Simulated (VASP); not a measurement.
# PtSe2: single point with PBE-based screened hybrid with 15 % exact exchange

Crystal: PtSe2.

```
Pt Se
1.0
     1.82050    1.05106    5.48450
    -1.82050    1.05106    5.48450
     0.00000   -2.10213    5.48450
Pt Se
1 2
Direct
  0.99924 0.99924 0.99924
  0.42198 0.42198 0.42198
  0.24545 0.24545 0.24545
```

```json
{"Program": "VASP 6.6.1", "Task": "single point", "Functional": "PBE-based screened hybrid with 15 % exact exchange", "Potentials or basis": "VASP PAW PBE potentials, release 64 (Pt, Se)", "Cutoff": "400 eV", "k mesh": "4 × 4 × 4", "Occupations": "fermi-dirac, width 0.02 eV", "Spin": "no spin polarisation"}
```

| Property | Result |
| --- | --- |
| Pressure | 0.5 GPa |
| Largest force | 0.099 eV/Å |
| Band gap on the k mesh | zero (bands 11 and 12 overlap by 0.92 eV) |

Forces in eV/Å, atoms in the order of the input:
```
Pt   0.000  0.000  0.008
Se   0.000  0.000 -0.099
Se   0.000  0.000  0.092
```

Stress tensor (GPa, compression positive):
```
0.28 0.00 0.00
0.00 0.28 0.00
0.00 0.00 1.02
```

Levels at points of the mesh, in eV from the Fermi level:
```
           k point  band 9  band 10  band 11  band 12  band 13  band 14
(0.00, 0.00, 0.00)    0.42     0.42     0.82     1.03     1.03     3.02
(0.50, 0.00, 0.00)   -2.77    -2.43    -1.74     0.99     1.45     3.98
(0.50, 0.50, 0.00)   -3.11    -2.44    -2.31     0.71     2.23     4.71
(0.50, 0.50, 0.50)   -2.43     0.48     0.48     0.99     0.99     3.85
```

Wall time 57 min on 1 thread of Oxide Virtual Turin-like Processor (shared host), peak memory 0.32 GiB.

Caveat: the k points lie up to 0.51 Å⁻¹ apart, too coarse for converged energies and pressures of a metal; the PAW data sets were made with another functional, which shifts forces and pressure a little; spin-orbit coupling is left out, which moves the levels of the heavy elements.
